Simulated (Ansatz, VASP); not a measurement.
# SrBr3: VASP beside Ansatz

Contents of INCAR:

```
PREC = Accurate
ENCUT = 520
EDIFF = 1E-6
ISMEAR = 0
SIGMA = 0.1
LREAL = False
LASPH = True
NELM = 60
ALGO = Normal
ISIF = 2
LWAVE = False
LCHARG = False
GGA = PE
NBANDS = 24
```

Contents of KPOINTS:

```
regular mesh
0
Gamma
  4 4 4
```

Contents of POSCAR:

```
SrBr3
1.0
    0.0000000000      4.4624083200      4.4624083200
    4.4624083200      0.0000000000      4.4624083200
    4.4624083200      4.4624083200      0.0000000000
Sr Br
1 3
Direct
    0.0000000000      0.0000000000      0.0000000000
    0.2500000000      0.2500000000      0.2500000000
    0.7500000000      0.7500000000      0.7500000000
    0.5000000000      0.5000000000      0.5000000000
```

Input for Ansatz:

```yaml
crystal:
  lattice:
    - [0.0, 4.46240832, 4.46240832]
    - [4.46240832, 0.0, 4.46240832]
    - [4.46240832, 4.46240832, 0.0]
  atoms:
    - { symbol: Sr, position: [0.0, 0.0, 0.0] }
    - { symbol: Br, position: [0.25, 0.25, 0.25] }
    - { symbol: Br, position: [0.75, 0.75, 0.75] }
    - { symbol: Br, position: [0.5, 0.5, 0.5] }
basis:
  ecutwfc: 420
kpoints:
  mp_grid: { grid: [4, 4, 4] }
hamiltonian:
  xc: pbe
scf:
  occupations: { method: gaussian, width: 0.1 }
  lower_state_search: "off"
output:
  forces: true
  stress: true
  eigenvalues: true
```

Change from the starting cell: species swapped into the CaEu3 type (Fm-3m, No. 225).

Alike in both runs: task single point; functional PBE; k mesh 4 × 4 × 4; occupations gaussian, width 0.1 eV; no spin polarisation.

```csv
,VASP,Ansatz
version,VASP 6.6.1,Ansatz 0.2.0
potentials or method,"VASP PAW PBE potentials, release 64 (Sr_sv, Br), cutoff 520 eV","scalar-relativistic, plane waves, PAW"
valence electrons in the cell,31,31
```

|  | VASP | Ansatz | Ansatz less VASP |
| --- | --- | --- | --- |
| gap on the k mesh at the Fermi level (eV) | none | none | - |
| pressure (GPa) | -4.3 | -4.3 | -0.01 |

A gap of «none» marks a metal or a gap that the smearing closes. With one functional, cell and mesh, what is left measures potentials, basis and numerics.
